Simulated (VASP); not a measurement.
# Zr3Si2 (Pbam) in VASP: further runs

Runs on Zr3Si2. Level: PBEsol. Tasks: single point.

Program: VASP 6.6.1. These are calculated values, not measurements. Logs are shortened: lines on timing, memory, paths and dates and some standing lists are left out, and cuts for length are marked.

**1. The cell of the first run**

The structure is orthorhombic, space group Pbam (No. 55). Conventional cell: a = 6.924 Å, b = 7.066 Å, c = 3.644 Å, α = 90.00°, β = 90.00°, γ = 90.00°. Within 3.7 Å of Zr (site symmetry m) lie 6 Si at 2.71 to 2.80 Å and 11 Zr at 3.15 to 3.68 Å. Zr (site symmetry 2/m) has 4 Si at 2.75 to 2.80 Å and 10 Zr at 3.15 to 3.64 Å within 3.7 Å. Si (site symmetry m) has 1 Si at 2.42 Å and 8 Zr at 2.71 to 2.80 Å within 3.2 Å.

**2. Single point, PBEsol (strain -0.0200 x Voigt [1, 0, 0, 0, 0, 0])**

Input file INCAR:

```
SYSTEM = Zr3Si2
ALGO = Fast
EDIFF = 1E-6
ENCUT = 520
GGA = PS
ISIF = 2
ISMEAR = 0
LASPH = .TRUE.
LCHARG = .FALSE.
LREAL = .FALSE.
LWAVE = .FALSE.
NBANDS = 55
NELM = 80
PREC = Accurate
SIGMA = 0.15
```

Input file KPOINTS:

```
k-points
0
G
  6 6 12
  0 0 0
```

Input file POSCAR:

```
Zr3Si2
1.0
    6.9242662661      0.0000000000      0.0000000000
    0.0000000000      7.0655778226      0.0000000000
    0.0000000000      0.0000000000      3.6444907344
Zr Si
6 4
Direct
    0.1744786440      0.6744786440      0.5000000000
    0.8255213560      0.3255213560      0.5000000000
    0.3255213560      0.1744786440      0.5000000000
    0.6744786440      0.8255213560      0.5000000000
    0.0000000000      0.0000000000      0.0000000000
    0.5000000000      0.5000000000      0.0000000000
    0.6223900172      0.1223900172      0.0000000000
    0.3776099828      0.8776099828      0.0000000000
    0.8776099828      0.6223900172      0.0000000000
    0.1223900172      0.3776099828      0.0000000000
```

Potentials or basis: VASP PAW PBE potentials, release 64 (Zr_sv, Si).

Run with:

```bash
cat potpaw_PBE.64/Zr_sv/POTCAR potpaw_PBE.64/Si/POTCAR > POTCAR
mpirun -np 1 vasp_std > vasp.out
```

OUTCAR:

```text
SYSTEM = Zr3Si2
   EDIFF = 1E-6
   ENCUT = 520
   GGA = PS
   ISIF = 2
   ISMEAR = 0
   LASPH = .TRUE.
   LREAL = .FALSE.
   NELM = 80
   PREC = Accurate

 ion  position               nearest neighbor table
   1  0.174  0.674  0.500-   8 2.71   8 2.71   9 2.77   9 2.77  10 2.80  10 2.80   6 3.15   6 3.15
                             5 3.17   5 3.17   2 3.45   4 3.62   4 3.62   3 3.68   3 3.68
   2  0.826  0.326  0.500-   7 2.71   7 2.71  10 2.77  10 2.77   9 2.80   9 2.80   6 3.15   6 3.15
                             5 3.17   5 3.17   1 3.45   3 3.62   3 3.62   4 3.68   4 3.68
   3  0.326  0.174  0.500-  10 2.71  10 2.71   7 2.77   7 2.77   8 2.80   8 2.80   5 3.15   5 3.15
                             6 3.17   6 3.17   4 3.45   2 3.62   2 3.62   1 3.68   1 3.68
   4  0.674  0.826  0.500-   9 2.71   9 2.71   8 2.77   8 2.77   7 2.80   7 2.80   5 3.15   5 3.15
                             6 3.17   6 3.17   3 3.45   1 3.62   1 3.62   2 3.68   2 3.68
   5  0.000  0.000  0.000-   7 2.75   8 2.75   9 2.80  10 2.80   3 3.15   4 3.15   3 3.15   4 3.15
                             1 3.17   2 3.17   1 3.17   2 3.17
   6  0.500  0.500  0.000-   9 2.75  10 2.75   7 2.80   8 2.80   1 3.15   2 3.15   1 3.15   2 3.15
                             3 3.17   4 3.17   3 3.17   4 3.17
   7  0.622  0.122  0.000-   8 2.42   2 2.71   2 2.71   5 2.75   3 2.77   3 2.77   6 2.80   4 2.80
                             4 2.80
   8  0.378  0.878  0.000-   7 2.42   1 2.71   1 2.71   5 2.75   4 2.77   4 2.77   6 2.80   3 2.80
                             3 2.80
   9  0.878  0.622  0.000-  10 2.42   4 2.71   4 2.71   6 2.75   1 2.77   1 2.77   5 2.80   2 2.80
                             2 2.80
  10  0.122  0.378  0.000-   9 2.42   3 2.71   3 2.71   6 2.75   2 2.77   2 2.77   5 2.80   1 2.80
                             1 2.80

  LATTYP: Found a simple orthorhombic cell.
 ALAT       =     3.6444907344
 B/A-ratio  =     1.8999269777
 C/A-ratio  =     1.9387009976

  Lattice vectors:

 A1 = (   0.0000000000,   0.0000000000,   3.6444907344)
 A2 = (   6.9242662661,   0.0000000000,   0.0000000000)
 A3 = (   0.0000000000,   7.0655778226,   0.0000000000)

Analysis of symmetry for initial positions (statically):
=====================================================================
 Subroutine PRICEL returns:
 Original cell was already a primitive cell.

 Routine SETGRP: Setting up the symmetry group for a
 simple orthorhombic supercell.

 Subroutine GETGRP returns: Found  8 space group operations
 (whereof  4 operations were pure point group operations)
 out of a pool of  8 trial point group operations.

The static configuration has the point symmetry C_2h.
 The point group associated with its full space group is D_2h.

Analysis of symmetry for dynamics (positions and initial velocities):
=====================================================================
 Subroutine PRICEL returns:
 Original cell was already a primitive cell.

 Routine SETGRP: Setting up the symmetry group for a
 simple orthorhombic supercell.

 Subroutine GETGRP returns: Found  8 space group operations
 (whereof  4 operations were pure point group operations)
 out of a pool of  8 trial point group operations.

The dynamic configuration has the point symmetry C_2h.
 The point group associated with its full space group is D_2h.

 Subroutine INISYM returns: Found  8 space group operations
 (whereof  4 operations are pure point group operations),
 and found     1 'primitive' translations

----------------------------------------------------------------------------------------

                                     Primitive cell

  volume of cell :     178.3029

  direct lattice vectors                    reciprocal lattice vectors
     6.924266266  0.000000000  0.000000000     0.144419634  0.000000000  0.000000000
     0.000000000  7.065577823  0.000000000     0.000000000  0.141531241  0.000000000
     0.000000000  0.000000000  3.644490734     0.000000000  0.000000000  0.274386759

  length of vectors
     6.924266266  7.065577823  3.644490734     0.144419634  0.141531241  0.274386759

  position of ions in fractional coordinates (direct lattice)
     0.174478644  0.674478644  0.500000000
     0.825521356  0.325521356  0.500000000
     0.325521356  0.174478644  0.500000000
     0.674478644  0.825521356  0.500000000
     0.000000000  0.000000000  0.000000000
     0.500000000  0.500000000  0.000000000
     0.622390017  0.122390017  0.000000000
     0.377609983  0.877609983  0.000000000
     0.877609983  0.622390017  0.000000000
     0.122390017  0.377609983  0.000000000

  ion indices of the primitive-cell ions
   primitive index   ion index
                 1           1
                 2           2
                 3           3
                 4           4
                 5           5
                 6           6
                 7           7
                 8           8
                 9           9
                10          10

----------------------------------------------------------------------------------------

 KPOINTS: k-points

Automatic generation of k-mesh.
 Grid dimensions read from file:
 generate k-points for:    6    6   12

 Generating k-lattice:

  Cartesian coordinates                     Fractional coordinates (reciprocal lattice)
     0.024069939  0.000000000  0.000000000     0.166666667  0.000000000  0.000000000
     0.000000000  0.023588540  0.000000000     0.000000000  0.166666667  0.000000000
     0.000000000  0.000000000  0.022865563     0.000000000  0.000000000  0.083333333

  Length of vectors
     0.024069939  0.023588540  0.022865563

  Shift w.r.t. Gamma in fractional coordinates (k-lattice)
     0.000000000  0.000000000  0.000000000

 Subroutine IBZKPT returns following result:
 ===========================================

 Found    112 irreducible k-points:

 Following reciprocal coordinates:
            Coordinates               Weight
  0.000000  0.000000  0.000000      1.000000
  0.166667  0.000000  0.000000      2.000000
  0.333333  0.000000  0.000000      2.000000
  0.500000  0.000000  0.000000      1.000000
  0.000000  0.166667  0.000000      2.000000
  0.166667  0.166667  0.000000      4.000000
[... 16 lines left out ...]
  0.333333  0.166667  0.083333      8.000000
  0.500000  0.166667  0.083333      4.000000
 [... further k-points ...]
   k-points           NKPTS =    112   k-points in BZ     NKDIM =    112   number of bands    NBANDS=     55
   number of dos      NEDOS =    301   number of ions     NIONS =     10
   total plane-waves  NPLWV =  81648
   dimension x,y,z NGX =    54 NGY =   54 NGZ =   28
   dimension x,y,z NGXF=   108 NGYF=  108 NGZF=   56
   ions per type =               6   4
   NGX,Y,Z   is equivalent  to a cutoff of  12.96, 12.71, 12.77 a.u.
   NGXF,Y,Z  is equivalent  to a cutoff of  25.93, 25.41, 25.54 a.u.
 SYSTEM =  Zr3Si2
   PREC   = accura    normal or accurate (medium, high low for compatibility)
   ISTART =      0    job   : 0-new  1-cont  2-samecut
   ICHARG =      2    charge: 1-file 2-atom 10-const
   ISPIN  =      1    spin polarized calculation?
   LNONCOLLINEAR =      F non collinear calculations
   LSORBIT =      F    spin-orbit coupling
   LASPH  =      T    aspherical Exc in radial PAW
   ENCUT  =  520.0 eV  38.22 Ry    6.18 a.u.  12.87 13.14  6.78*2*pi/ulx,y,z
   NELM   =     80;   NELMIN=  2; NELMDL= -5     # of ELM steps
   EDIFF  = 0.1E-05   stopping-criterion for ELM
   LREAL  =      F    real-space projection
   EDIFFG = 0.1E-04   stopping-criterion for IOM
   NSW    =      0    number of steps for IOM
   IBRION =     -1    ionic relax: 0-MD 1-quasi-New 2-CG
   NFREE  =      0    steps in history (QN), initial steepest desc. (CG)
   ISIF   =      2    stress and relaxation
   ISYM   =      2    0-nonsym 1-usesym 2-fastsym
   POTIM  = 0.5000    time-step for ionic-motion
   TEBEG  =    0.0;   TEEND  =   0.0 temperature during run
   PSTRESS=    0.0 pullay stress
   NELECT =      88.0000    total number of electrons
   NUPDOWN=      -1.0000    fix difference up-down
   EMIN   =  10.00;   EMAX   =-10.00  energy-range for DOS
   EFERMI =   0.00;   METHOD = LEGACY
   ISMEAR =     0;   SIGMA  =   0.15  broadening in eV -4-tet -1-fermi 0-gaus
   EFERMI_NEDOS =   21; number of points for ismear=-14 and -15
   IALGO  =     68    algorithm
   IMIX   =      4    mixing-type and parameters
     AMIX     =   0.40;   BMIX     =  1.00
     AMIX_MAG =   1.60;   BMIX_MAG =  1.00
  volume/ion in A,a.u.               =      17.83       120.32
  Fermi-wavevector in a.u.,A,eV,Ry     =   1.293748  2.444829 22.773205  1.673783
  Thomas-Fermi vector in A             =   2.425374
   LORBIT       =      0    0 simple, 1 ext, 2 COOP (PROOUT), +10 PAW based schemes
   GGA     = PS    functional components
   LHFCALC =     F    Hartree Fock is set to
   AEXX    =    0.0000 exact exchange contribution
   IVDW    =     0    specifies the selected vdW correction
   LEPSILON=     F    determine dielectric tensor
   LRPA    =     F    only Hartree local field effects (RPA)
 non-spin polarized calculation
 RMM-DIIS sequential band-by-band and
 Gauss-broadening in eV      SIGMA  =   0.15
  energy-cutoff  :      520.00
  volume of cell :      178.30
 maximum number of plane-waves:      4832
 NGX is ok and might be reduce to    54
   NGX = 25   NGY = 27   NGZ = 13

 number of electron      88.0000000 magnetization

 Free energy of the ion-electron system (eV)
  ---------------------------------------------------
  ext. energy  EPLUGINS =         0.00000000
  ---------------------------------------------------
  free energy    TOTEN  =       -87.04319172 eV

  energy without entropy =      -86.95663143  energy(sigma->0) =      -86.99991157

 E-fermi :   9.8548     XC(G=0): -11.6666

 val. band max:        9.8513444303   @ k =   0.0000   0.5000   0.3333
 cond. band min:       9.8593895892   @ k =   0.1667   0.1667   0.5000
 fundamental gap:      0.0080451588
 Fermi energy:         9.8548287393

 k-point     1 :       0.0000    0.0000    0.0000
  band No.  band energies     occupation
      1     -38.2694      2.00000
      2     -38.2093      2.00000
      3     -38.2086      2.00000
      4     -38.2071      2.00000
      5     -38.1076      2.00000
      6     -38.0667      2.00000
[... 47 lines left out ...]
     54      12.5590      0.00000
     55      12.7000      0.00000

 k-point     2 :       0.1667    0.0000    0.0000
  band No.  band energies     occupation
      1     -38.2661      2.00000
      2     -38.2135      2.00000
      3     -38.2092      2.00000
      4     -38.2078      2.00000
      5     -38.1034      2.00000
      6     -38.0686      2.00000
[... 47 lines left out ...]
     54      12.7431      0.00000
     55      13.1794      0.00000

 k-point     3 :       0.3333    0.0000    0.0000
  band No.  band energies     occupation
      1     -38.2567      2.00000
      2     -38.2270      2.00000
      3     -38.2089      2.00000
      4     -38.2082      2.00000
      5     -38.0936      2.00000
      6     -38.0742      2.00000
[... 1152 lines left out ...]
 k-point    23 :       0.3333    0.1667    0.0833
  band No.  band energies     occupation
      1     -38.2518      2.00000
      2     -38.2249      2.00000
      3     -38.2122      2.00000
      4     -38.2073      2.00000
      5     -38.0920      2.00000
      6     -38.0762      2.00000
[... 47 lines left out ...]
     54      12.7365      0.00000
     55      13.0378      0.00000

 k-point    24 :       0.5000    0.1667    0.0833
  band No.  band energies     occupation
      1     -38.2391      2.00000
      2     -38.2391      2.00000
      3     -38.2098      2.00000
      4     -38.2098      2.00000
      5     -38.0834      2.00000
      6     -38.0834      2.00000
[... 47 lines left out ...]
     54      12.5026      0.00000
     55      12.8811      0.00000

 [... further k-points ...]

------------------------ aborting loop because EDIFF is reached ----------------------------------------

  FORCE on cell =-STRESS in cart. coord.  units (eV):
  Direction    XX          YY          ZZ          XY          YZ          ZX
  --------------------------------------------------------------------------------------
  -------------------------------------------------------------------------------------
  Total        7.2347653      1.4757159      2.6704302     -0.0000000      0.0000000      0.0000000
  in kB       65.0094867     13.2603522     23.9957048     -0.0000000      0.0000000      0.0000000
  external PRESSURE =      34.0885146 kB  Pullay stress =       0.0000000 kB

 VOLUME and BASIS-vectors are now :
 -----------------------------------------------------------------------------
  energy-cutoff  :      520.00
  volume of cell :      178.30
      direct lattice vectors                 reciprocal lattice vectors
     6.924266266  0.000000000  0.000000000     0.144419634  0.000000000  0.000000000
     0.000000000  7.065577823  0.000000000     0.000000000  0.141531241  0.000000000
     0.000000000  0.000000000  3.644490734     0.000000000  0.000000000  0.274386759

 POSITION                                       TOTAL-FORCE (eV/Angst)
 -----------------------------------------------------------------------------------
      1.20814      4.76558      1.82225         0.072664     -0.055055      0.000000
      5.71613      2.30000      1.82225        -0.072664      0.055055      0.000000
      2.25400      1.23279      1.82225        -0.072664     -0.055055      0.000000
      4.67027      5.83279      1.82225         0.072664      0.055055      0.000000
      0.00000      0.00000      0.00000         0.000000      0.000000      0.000000
      3.46213      3.53279      0.00000         0.000000      0.000000      0.000000
      4.30959      0.86476      0.00000        -0.001449     -0.017000      0.000000
      2.61467      6.20082      0.00000         0.001449      0.017000     -0.000000
      6.07681      4.39755      0.00000         0.001449     -0.017000     -0.000000
      0.84746      2.66803      0.00000        -0.001449      0.017000      0.000000
 -----------------------------------------------------------------------------------
    total drift:                               -0.000000     -0.000000      0.000000

  FREE ENERGIE OF THE ION-ELECTRON SYSTEM (eV)
  ---------------------------------------------------
  free  energy   TOTEN  =       -87.0431917203 eV

  energy  without entropy=      -86.9566314257  energy(sigma->0) =      -86.99991157
```

Run time: 39 min. Hardware: 1 thread of Oxide Virtual Turin-like, shared host; peak memory 0.78 GiB.

Results:

| Item | Value |
| --- | --- |
| Free energy | -87.0432 eV |
| Pressure | 3.4 GPa |
| Largest force | 0.091 eV/Å |
| Band gap on the k mesh | zero (bands 44 and 45 overlap by 1.18 eV) |

Forces on the atoms (eV/Å):
```
Zr   0.073 -0.055  0.000
Zr  -0.073  0.055  0.000
Zr  -0.073 -0.055  0.000
Zr   0.073  0.055  0.000
Zr   0.000  0.000  0.000
Zr   0.000  0.000  0.000
Si  -0.001 -0.017  0.000
Si   0.001  0.017  0.000
Si   0.001 -0.017  0.000
Si  -0.001  0.017  0.000
```

Stress tensor (GPa, compression positive):
```
6.50 0.00 0.00
0.00 1.33 0.00
0.00 0.00 2.40
```

Caveat: the cell differs from its parent crystal (strain -0.0200 x Voigt [1, 0, 0, 0, 0, 0]); the stress differs along the axes, from 1 to 7 GPa; the PAW data sets were made with another functional, which shifts forces and pressure a little.

(Part 1 of 2 ends here.)
